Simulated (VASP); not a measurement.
# CdGe3 (I4/mmm) in VASP: further runs

Runs on CdGe3. Level: PBE. Tasks: single point.

All numbers are computed with VASP 6.6.1; they aren't measurements. Logs are shortened: lines on timing, memory, paths and dates and some standing lists are left out, and cuts for length are marked.

**1. The cell of the first run**

Symmetry: I4/mmm, No. 139, tetragonal system. Conventional cell: a = 4.257 Å, b = 4.257 Å, c = 9.375 Å, α = 90.00°, β = 90.00°, γ = 90.00°. Cd (site symmetry 4/mmm) has 12 Ge at 3.01 to 3.17 Å within 4.0 Å. Ge (site symmetry 4/mmm) has 4 Cd at 3.01 Å and 8 Ge at 3.17 Å within 4.0 Å. Within 4.0 Å of Ge (site symmetry -4m2) lie 8 Ge at 3.01 to 3.17 Å and 4 Cd at 3.17 Å.

**2. Single point, PBE**

Contents of INCAR:

```
SYSTEM = CdGe3
PREC = Accurate
ENCUT = 520
EDIFF = 1E-6
ISMEAR = -1
SIGMA = 0.05
LREAL = .FALSE.
LASPH = .TRUE.
NELM = 60
ALGO = Normal
ISIF = 2
LWAVE = .FALSE.
LCHARG = .FALSE.
GGA = PE
NBANDS = 35
```

Contents of KPOINTS:

```
Automatic mesh
0
G
  9 9 9
  0 0 0
```

Contents of POSCAR:

```
CdGe3
1.0
   -2.1286688055      2.1286688055      4.6875681570
    2.1286688055     -2.1286688055      4.6875681570
    2.1286688055      2.1286688055     -4.6875681570
Cd Ge
1 3
Direct
    0.0000000000      0.0000000000      0.0000000000
    0.5000000000      0.5000000000      0.0000000000
    0.2500000000      0.7500000000      0.5000000000
    0.7500000000      0.2500000000      0.5000000000
```

Potentials or basis: VASP PAW PBE potentials, release 64 (Cd, Ge_d).

The run is started by

```console
cat potpaw_PBE.64/Cd/POTCAR potpaw_PBE.64/Ge_d/POTCAR > POTCAR
mpirun -np 1 vasp_std > vasp.out
```

OUTCAR:

```text
SYSTEM = CdGe3
   PREC = Accurate
   ENCUT = 520
   EDIFF = 1E-6
   ISMEAR = -1
   LREAL = .FALSE.
   LASPH = .TRUE.
   NELM = 60
   ISIF = 2
   GGA = PE

 ion  position               nearest neighbor table
   1  0.000  0.000  0.000-   2 3.01   2 3.01   2 3.01   2 3.01   4 3.17   3 3.17   4 3.17   3 3.17
                             4 3.17   4 3.17   3 3.17   3 3.17
   2  0.500  0.500  0.000-   1 3.01   1 3.01   1 3.01   1 3.01
   3  0.250  0.750  0.500-   1 3.17   1 3.17   1 3.17   1 3.17
   4  0.750  0.250  0.500-   1 3.17   1 3.17   1 3.17   1 3.17

  LATTYP: Found a body centered tetragonal cell.
 ALAT       =     4.2573376110
 C/A-ratio  =     2.2021124869

  Lattice vectors:

 A1 = (  -2.1286688055,   2.1286688055,   4.6875681570)
 A2 = (   2.1286688055,  -2.1286688055,   4.6875681570)
 A3 = (   2.1286688055,   2.1286688055,  -4.6875681570)

Analysis of symmetry for initial positions (statically):
=====================================================================
 Subroutine PRICEL returns:
 Original cell was already a primitive cell.

 Routine SETGRP: Setting up the symmetry group for a
 body centered tetragonal supercell.

 Subroutine GETGRP returns: Found 16 space group operations
 (whereof 16 operations were pure point group operations)
 out of a pool of 16 trial point group operations.

The static configuration has the point symmetry D_4h.

Analysis of symmetry for dynamics (positions and initial velocities):
=====================================================================
 Subroutine PRICEL returns:
 Original cell was already a primitive cell.

 Routine SETGRP: Setting up the symmetry group for a
 body centered tetragonal supercell.

 Subroutine GETGRP returns: Found 16 space group operations
 (whereof 16 operations were pure point group operations)
 out of a pool of 16 trial point group operations.

The dynamic configuration has the point symmetry D_4h.

 Subroutine INISYM returns: Found 16 space group operations
 (whereof 16 operations are pure point group operations),
 and found     1 'primitive' translations

----------------------------------------------------------------------------------------

                                     Primitive cell

  volume of cell :      84.9618

  direct lattice vectors                    reciprocal lattice vectors
    -2.128668805  2.128668805  4.687568157     0.000000000  0.234888583  0.106665116
     2.128668805 -2.128668805  4.687568157     0.234888583  0.000000000  0.106665116
     2.128668805  2.128668805 -4.687568157     0.234888583  0.234888583  0.000000000

  length of vectors
     5.570974510  5.570974510  5.570974510     0.257973048  0.257973048  0.332182620

  position of ions in fractional coordinates (direct lattice)
     0.000000000  0.000000000  0.000000000
     0.500000000  0.500000000  0.000000000
     0.250000000  0.750000000  0.500000000
     0.750000000  0.250000000  0.500000000

  ion indices of the primitive-cell ions
   primitive index   ion index
                 1           1
                 2           2
                 3           3
                 4           4

----------------------------------------------------------------------------------------

 KPOINTS: Automatic mesh

Automatic generation of k-mesh.
 Grid dimensions read from file:
 generate k-points for:    9    9    9

 Generating k-lattice:

  Cartesian coordinates                     Fractional coordinates (reciprocal lattice)
     0.000000000  0.026098731  0.011851680     0.111111111 -0.000000000  0.000000000
     0.026098731  0.000000000  0.011851680    -0.000000000  0.111111111  0.000000000
     0.026098731  0.026098731  0.000000000     0.000000000  0.000000000  0.111111111

  Length of vectors
     0.028663672  0.028663672  0.036909180

  Shift w.r.t. Gamma in fractional coordinates (k-lattice)
     0.000000000  0.000000000  0.000000000

 Subroutine IBZKPT returns following result:
 ===========================================

 Found     75 irreducible k-points:

 Following reciprocal coordinates:
            Coordinates               Weight
  0.000000  0.000000  0.000000      1.000000
  0.111111  0.000000 -0.000000      8.000000
  0.222222  0.000000 -0.000000      8.000000
  0.333333  0.000000  0.000000      8.000000
  0.444444  0.000000 -0.000000      8.000000
  0.111111  0.111111 -0.000000      8.000000
[... 16 lines left out ...]
 -0.333333  0.333333  0.000000      4.000000
  0.444444  0.444444 -0.000000      8.000000
 [... further k-points ...]
   k-points           NKPTS =     75   k-points in BZ     NKDIM =     75   number of bands    NBANDS=     35
   number of dos      NEDOS =    301   number of ions     NIONS =      4
   total plane-waves  NPLWV =  74088
   dimension x,y,z NGX =    42 NGY =   42 NGZ =   42
   dimension x,y,z NGXF=    84 NGYF=   84 NGZF=   84
   ions per type =               1   3
   NGX,Y,Z   is equivalent  to a cutoff of  12.53, 12.53, 12.53 a.u.
   NGXF,Y,Z  is equivalent  to a cutoff of  25.07, 25.07, 25.07 a.u.
 SYSTEM =  CdGe3
   PREC   = accura    normal or accurate (medium, high low for compatibility)
   ISTART =      0    job   : 0-new  1-cont  2-samecut
   ICHARG =      2    charge: 1-file 2-atom 10-const
   ISPIN  =      1    spin polarized calculation?
   LNONCOLLINEAR =      F non collinear calculations
   LSORBIT =      F    spin-orbit coupling
   LASPH  =      T    aspherical Exc in radial PAW
   ENCUT  =  520.0 eV  38.22 Ry    6.18 a.u.  10.36 10.36 10.36*2*pi/ulx,y,z
   NELM   =     60;   NELMIN=  2; NELMDL= -5     # of ELM steps
   EDIFF  = 0.1E-05   stopping-criterion for ELM
   LREAL  =      F    real-space projection
   EDIFFG = 0.1E-04   stopping-criterion for IOM
   NSW    =      0    number of steps for IOM
   IBRION =     -1    ionic relax: 0-MD 1-quasi-New 2-CG
   NFREE  =      0    steps in history (QN), initial steepest desc. (CG)
   ISIF   =      2    stress and relaxation
   ISYM   =      2    0-nonsym 1-usesym 2-fastsym
   POTIM  = 0.5000    time-step for ionic-motion
   TEBEG  =    0.0;   TEEND  =   0.0 temperature during run
   PSTRESS=    0.0 pullay stress
   NELECT =      54.0000    total number of electrons
   NUPDOWN=      -1.0000    fix difference up-down
   EMIN   =  10.00;   EMAX   =-10.00  energy-range for DOS
   EFERMI =   0.00;   METHOD = LEGACY
   ISMEAR =    -1;   SIGMA  =   0.05  broadening in eV -4-tet -1-fermi 0-gaus
   EFERMI_NEDOS =   21; number of points for ismear=-14 and -15
   IALGO  =     38    algorithm
   IMIX   =      4    mixing-type and parameters
     AMIX     =   0.40;   BMIX     =  1.00
     AMIX_MAG =   1.60;   BMIX_MAG =  1.00
  volume/ion in A,a.u.               =      21.24       143.34
  Fermi-wavevector in a.u.,A,eV,Ry     =   1.407553  2.659890 26.955945  1.981206
  Thomas-Fermi vector in A             =   2.529801
   LORBIT       =      0    0 simple, 1 ext, 2 COOP (PROOUT), +10 PAW based schemes
   GGA     = PE    functional components
   LHFCALC =     F    Hartree Fock is set to
   AEXX    =    0.0000 exact exchange contribution
   IVDW    =     0    specifies the selected vdW correction
   LEPSILON=     F    determine dielectric tensor
   LRPA    =     F    only Hartree local field effects (RPA)
 non-spin polarized calculation
  energy-cutoff  :      520.00
  volume of cell :       84.96
 maximum number of plane-waves:      2306
 NGX is ok and might be reduce to    42
   NGX = 21   NGY = 21   NGZ = 21

 number of electron      53.9999994 magnetization

 Free energy of the ion-electron system (eV)
  ---------------------------------------------------
  ext. energy  EPLUGINS =         0.00000000
  ---------------------------------------------------
  free energy    TOTEN  =       -13.13713381 eV

  energy without entropy =      -13.11967539  energy(sigma->0) =      -13.12840460

 E-fermi :   4.9846     XC(G=0): -10.8127

 val. band max:        4.9732581187   @ k =   0.4444   0.4444  -0.0000
 cond. band min:       4.9895474231   @ k =  -0.2222  -0.2222   0.1111
 fundamental gap:      0.0162893045
 Fermi energy:         4.9846106633

 k-point     1 :       0.0000    0.0000    0.0000
  band No.  band energies     occupation
      1     -19.8367      2.00000
      2     -19.8118      2.00000
      3     -19.8001      2.00000
      4     -19.7949      2.00000
      5     -19.7949      2.00000
      6     -19.7785      2.00000
[... 27 lines left out ...]
     34      13.1569      0.00000
     35      13.4002      0.00000

 k-point     2 :       0.1111    0.0000   -0.0000
  band No.  band energies     occupation
      1     -19.8329      2.00000
      2     -19.8102      2.00000
      3     -19.7987      2.00000
      4     -19.7951      2.00000
      5     -19.7949      2.00000
      6     -19.7789      2.00000
[... 27 lines left out ...]
     34      13.1919      0.00000
     35      13.9250      0.00000

 k-point     3 :       0.2222    0.0000   -0.0000
  band No.  band energies     occupation
      1     -19.8222      2.00000
      2     -19.8059      2.00000
      3     -19.7963      2.00000
      4     -19.7950      2.00000
      5     -19.7927      2.00000
      6     -19.7797      2.00000
[... 27 lines left out ...]
     34      12.0447      0.00000
     35      12.7876      0.00000

 k-point     4 :       0.3333    0.0000    0.0000
  band No.  band energies     occupation
      1     -19.8057      2.00000
      2     -19.8002      2.00000
      3     -19.7949      2.00000
      4     -19.7931      2.00000
      5     -19.7860      2.00000
      6     -19.7808      2.00000
[... 27 lines left out ...]
     34      11.1886      0.00000
     35      11.3772      0.00000

 k-point     5 :       0.4444    0.0000   -0.0000
  band No.  band energies     occupation
      1     -19.7950      2.00000
      2     -19.7947      2.00000
      3     -19.7878      2.00000
      4     -19.7852      2.00000
      5     -19.7831      2.00000
      6     -19.7816      2.00000
[... 638 lines left out ...]
 k-point    22 :      -0.4444    0.3333    0.0000
  band No.  band energies     occupation
      1     -19.8137      2.00000
      2     -19.8065      2.00000
      3     -19.8022      2.00000
      4     -19.7965      2.00000
      5     -19.7757      2.00000
      6     -19.7737      2.00000
[... 27 lines left out ...]
     34      12.0561      0.00000
     35      13.2217      0.00000

 k-point    23 :      -0.3333    0.3333    0.0000
  band No.  band energies     occupation
      1     -19.8170      2.00000
      2     -19.8021      2.00000
      3     -19.7972      2.00000
      4     -19.7933      2.00000
      5     -19.7792      2.00000
      6     -19.7768      2.00000
[... 27 lines left out ...]
     34      11.7282      0.00000
     35      11.9858      0.00000

 k-point    24 :       0.4444    0.4444   -0.0000
  band No.  band energies     occupation
      1     -19.8149      2.00000
      2     -19.8128      2.00000
      3     -19.8033      2.00000
      4     -19.7992      2.00000
      5     -19.7736      2.00000
      6     -19.7711      2.00000
[... 27 lines left out ...]
     34      12.0908      0.00000
     35      14.3303      0.00000

 [... further k-points ...]

------------------------ aborting loop because EDIFF is reached ----------------------------------------

  FORCE on cell =-STRESS in cart. coord.  units (eV):
  Direction    XX          YY          ZZ          XY          YZ          ZX
  --------------------------------------------------------------------------------------
  -------------------------------------------------------------------------------------
  Total       -0.9952153     -0.9952153     -0.4602983      0.0000000     -0.0000000      0.0000000
  in kB      -18.7673886    -18.7673886     -8.6801294      0.0000000     -0.0000000      0.0000000
  external PRESSURE =     -15.4049688 kB  Pullay stress =       0.0000000 kB

 VOLUME and BASIS-vectors are now :
 -----------------------------------------------------------------------------
  energy-cutoff  :      520.00
  volume of cell :       84.96
      direct lattice vectors                 reciprocal lattice vectors
    -2.128668805  2.128668805  4.687568157     0.000000000  0.234888583  0.106665116
     2.128668805 -2.128668805  4.687568157     0.234888583  0.000000000  0.106665116
     2.128668805  2.128668805 -4.687568157     0.234888583  0.234888583  0.000000000

 POSITION                                       TOTAL-FORCE (eV/Angst)
 -----------------------------------------------------------------------------------
      0.00000      0.00000      0.00000        -0.000000     -0.000000     -0.000000
      0.00000      0.00000      4.68757        -0.000000     -0.000000     -0.000000
      2.12867      0.00000      2.34378         0.000000     -0.000000      0.000000
      0.00000      2.12867      2.34378        -0.000000      0.000000     -0.000000
 -----------------------------------------------------------------------------------
    total drift:                               -0.000000     -0.000000      0.000000

  FREE ENERGIE OF THE ION-ELECTRON SYSTEM (eV)
  ---------------------------------------------------
  free  energy   TOTEN  =       -13.1371338129 eV

  energy  without entropy=      -13.1196753912  energy(sigma->0) =      -13.12840460
```

Run time: 3.6 min. Hardware: 1 thread of Intel Xeon 6975P-C (Granite Rapids), shared host; peak memory 0.37 GiB.

Results:

- Free energy: -13.1371 eV
- Pressure: -1.5 GPa
- Band gap on the k mesh: zero (band 27 reaches 6.87 eV, above the bottom of band 28 at 3.24 eV)

Levels at points of the mesh, in eV from the Fermi level:
```csv
k point,band 24,band 25,band 26,band 27,band 28,band 29,band 30,band 31
"(0.00, 0.00, 0.00)",-3.90,-1.53,-1.53,-0.67,-0.67,-0.10,0.99,1.36
```

**3. Single point, PBE**

This run uses another cell than the first one, of 21.66 Å³/atom, 1.020 times its volume.

Contents of INCAR:

```
SYSTEM = CdGe3
PREC = Accurate
ENCUT = 520
EDIFF = 1E-7
ISMEAR = -1
SIGMA = 0.05
LREAL = .False.
LASPH = .True.
NELM = 100
ALGO = Normal
ISIF = 2
LWAVE = .False.
LCHARG = .False.
GGA = PE
NBANDS = 35
```

Contents of KPOINTS:

```
regular mesh
0
Gamma
  9 9 9
  0 0 0
```

Contents of POSCAR:

```
CdGe3
1.0
   -2.1424917175      2.1424917175      4.7180077642
    2.1424917175     -2.1424917175      4.7180077642
    2.1424917175      2.1424917175     -4.7180077642
Cd Ge
1 3
Direct
    0.0000000000      0.0000000000      0.0000000000
    0.5000000000      0.5000000000      0.0000000000
    0.2500000000      0.7500000000      0.5000000000
    0.7500000000      0.2500000000      0.5000000000
```

Potentials or basis: VASP PAW PBE potentials, release 64 (Cd, Ge_d).

The run is started by

```console
cat potpaw_PBE.64/Cd/POTCAR potpaw_PBE.64/Ge_d/POTCAR > POTCAR
mpirun -np 1 vasp_std > vasp.out
```

Wall time 3.7 min (1 thread of Intel Xeon 6975P-C (Granite Rapids), shared host); peak memory 0.36 GiB.

The run converged. Its results:

```
Free energy            : -13.1156 eV
Pressure               : -2.6 GPa
Band gap on the k mesh : zero (band 27 reaches 6.65 eV, above the bottom of band 28 at 3.11 eV)
```

Stress tensor (GPa, compression positive):
```
-2.93  0.00  0.00
 0.00 -2.93  0.00
 0.00  0.00 -1.97
```

Levels at points of the mesh, in eV from the Fermi level:
```tsv
k point	band 25	band 26	band 27	band 28	band 29	band 30
(0.00, 0.00, 0.00)	-1.49	-1.49	-0.64	-0.64	-0.15	0.99
```

**4. Single point, PBE**

This run uses another cell than the first one, of 22.07 Å³/atom, 1.039 times its volume.

Contents of INCAR:

```
PREC = Accurate
ENCUT = 520
EDIFF = 1E-6
ISMEAR = -1
SIGMA = 0.05
LREAL = F
LASPH = T
NELM = 100
ALGO = Normal
ISIF = 2
LWAVE = F
LCHARG = F
GGA = PE
NBANDS = 35
```

Contents of KPOINTS:

```
Automatic mesh
0
Gamma
  9 9 9
```

Contents of POSCAR:

```
CdGe3
1.0
   -2.1561385295      2.1561385295      4.7480595793
    2.1561385295     -2.1561385295      4.7480595793
    2.1561385295      2.1561385295     -4.7480595793
Cd Ge
1 3
Direct
    0.0000000000      0.0000000000      0.0000000000
    0.5000000000      0.5000000000      0.0000000000
    0.2500000000      0.7500000000      0.5000000000
    0.7500000000      0.2500000000      0.5000000000
```

The run is started by

```console
cat potpaw_PBE.64/Cd/POTCAR potpaw_PBE.64/Ge_d/POTCAR > POTCAR
mpirun -np 1 vasp_std > vasp.out
```

Wall time 5.6 min (1 thread of Oxide Virtual Turin-like, shared host); peak memory 0.34 GiB.

It converged, with:

```
Free energy            : -13.0845 eV
Pressure               : -3.4 GPa
Band gap on the k mesh : zero (band 27 reaches 6.43 eV, above the bottom of band 28 at 2.99 eV)
```

Stress tensor (GPa, compression positive):
```
-3.69  0.00  0.00
 0.00 -3.69  0.00
 0.00  0.00 -2.76
```

Levels at points of the mesh, in eV from the Fermi level:
```tsv
k point	band 24	band 25	band 26	band 27	band 28	band 29	band 30	band 31
(0.00, 0.00, 0.00)	-3.72	-1.45	-1.45	-0.60	-0.60	-0.20	0.99	1.42
```

**5. Overview**

| cell | gap on the mesh (eV) | pressure (GPa) |
| --- | --- | --- |
| a = 5.571 Å, angles 135.1, 135.1, 65.4°, 4 atoms | none | -1.5 |
| a = 5.607 Å, angles 135.1, 135.1, 65.4°, 4 atoms | none | -2.6 |
| a = 5.643 Å, angles 135.1, 135.1, 65.4°, 4 atoms | none | -3.4 |

Alike in all rows: task single point; level PBE; potentials or basis VASP PAW PBE potentials, release 64 (Cd, Ge_d); no spin polarisation; k mesh 9 × 9 × 9; cutoff (eV) 520; smearing fermi-dirac 0.05 eV.

Absolute energies hang on the potentials; compare differences alone.
